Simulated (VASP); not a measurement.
Wanted: the native input for a VASP 6.6.1 run.

| Quantity | Value |
| --- | --- |
| Task | single point |
| Functional | HF |
| Potentials or basis | VASP PAW PBE potentials, release 64 (B, N) |
| Cutoff | 520 eV |
| k mesh | 1 × 1 × 1 |
| Occupations | gaussian, width 0.01 eV |
| Spin | no spin polarisation |
| Dipole correction | no |
| Grid for exact exchange (PRECFOCK) | Normal |
| Further INCAR settings | ALGO = Normal; EDIFF = 1e-06; NBANDS = 26 |

The system is BN.

```
CELL_PARAMETERS angstrom
3.61600 0.00000 0.00000
0.00000 3.61600 0.00000
0.00000 0.00000 3.61600
ATOMIC_POSITIONS crystal
B 0.00000 0.00000 0.00000
B 0.50000 0.50000 0.00000
B 0.50000 0.00000 0.50000
B 0.00000 0.50000 0.50000
N 0.25000 0.25000 0.25000
N 0.75000 0.75000 0.25000
N 0.75000 0.25000 0.75000
N 0.25000 0.75000 0.75000
```

The input as run:

POSCAR

```
BN
1.0
    3.6160000000      0.0000000000      0.0000000000
    0.0000000000      3.6160000000      0.0000000000
    0.0000000000      0.0000000000      3.6160000000
B N
4 4
Direct
    0.0000000000      0.0000000000      0.0000000000
    0.5000000000      0.5000000000      0.0000000000
    0.5000000000      0.0000000000      0.5000000000
    0.0000000000      0.5000000000      0.5000000000
    0.2500000000      0.2500000000      0.2500000000
    0.7500000000      0.7500000000      0.2500000000
    0.7500000000      0.2500000000      0.7500000000
    0.2500000000      0.7500000000      0.7500000000
```

INCAR.step1

```
PREC = Accurate ; ENCUT = 520
EDIFF = 1E-5 ; ISMEAR = 0
SIGMA = 0.01 ; LREAL = F
LASPH = T ; NELM = 120
ALGO = Normal ; ISIF = 2
LWAVE = T ; LCHARG = F
NBANDS = 26 ; GGA = PE
GGA_COMPAT = F
```

INCAR.step2

```
PREC = Accurate ; ENCUT = 520
EDIFF = 1E-6 ; ISMEAR = 0
SIGMA = 0.01 ; LREAL = F
LASPH = T ; NELM = 120
ALGO = Normal ; ISIF = 2
LWAVE = F ; LCHARG = F
GGA = PE ; LHFCALC = T
AEXX = 1.0 ; ALDAC = 0.0
AGGAC = 0.0 ; PRECFOCK = Normal
NBANDS = 26 ; ISTART = 1
GGA_COMPAT = F
```

KPOINTS

```
regular mesh
0
Gamma
  1 1 1
```

Potentials or basis: VASP PAW PBE potentials, release 64 (B, N).

The run is started by

```console
$ cat potpaw_PBE.64/B/POTCAR potpaw_PBE.64/N/POTCAR > POTCAR
$ cp INCAR.step1 INCAR
$ mpirun -np 1 vasp_gam > vasp.out
$ cp INCAR.step2 INCAR
$ mpirun -np 1 vasp_gam > vasp.out
```

It gave:

```yaml
Pressure: 11.1 GPa
Band_gap_on_the_k_mesh: 16.29 eV
```

Caveat: the k points lie up to 1.74 Å⁻¹ apart; the PAW data sets were made with another functional, which shifts forces and pressure a little.

It took 21 s on 1 thread of AMD EPYC 7R13 (shared host), peak memory 0.13 GiB.
